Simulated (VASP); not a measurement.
Crystal: Zn.

```xyz
1
Lattice="0.0000 1.9648 1.9648 1.9648 0.0000 1.9648 1.9648 1.9648 0.0000" Properties=species:S:1:pos:R:3 pbc="T T T"
Zn    0.0000    0.0000    0.0000
```

Program: VASP 6.6.1. Alike in all runs: no spin polarisation; cell as given; k mesh 12 × 12 × 12; cutoff (eV) 520. Hardware: 1 thread of Intel Xeon 8259CL, with other jobs on the host.

Q: Order these runs on this cell by their wall time, lowest first.
A. task single point; level r2SCAN; potentials or basis VASP PAW PBE potentials, release 64 (Zn); smearing fermi-dirac 0.05 eV
B. task single point; level PBE; potentials or basis VASP PAW PBE potentials, release 64 (Zn); smearing gaussian 0.016 eV
C. task electric field gradients; level LDA; potentials or basis VASP PAW LDA potentials, release 64 (Zn); smearing tetrahedron

A: B (11 s), C (22 s), A (100 s).
